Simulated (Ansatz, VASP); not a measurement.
## One calculation of CsCl, two programs

```
CELL_PARAMETERS angstrom
4.14017 0.00000 0.00000
0.00000 4.14017 0.00000
0.00000 0.00000 4.14017
ATOMIC_POSITIONS crystal
Cs 0.00000 0.00000 0.00000
Cl 0.50000 0.50000 0.50000
```

Alike in both runs: functional r2SCAN; k mesh 8 × 8 × 8; occupations fermi-dirac, width 0.05 eV; no spin polarisation.

Ansatz relaxed the structure, and its values are those at the end. VASP's run is a single point on that final structure, the one shown.

```csv
,VASP,Ansatz
version,VASP 6.6.1,Ansatz 0.2.0
potentials or method,"VASP PAW PBE potentials, release 64 (Cs_sv, Cl)","PAW with Ansatz's default frozen-core files, scalar-relativistic"
plane-wave cutoff (eV),550,500
valence electrons in the cell,16,16
```

```csv
,VASP,Ansatz,Ansatz less VASP
pressure (GPa),0.0,0.0,-0.04
```

VASP's potentials were made for PBE, not for r2SCAN.

Neither program's run includes spin-orbit coupling.
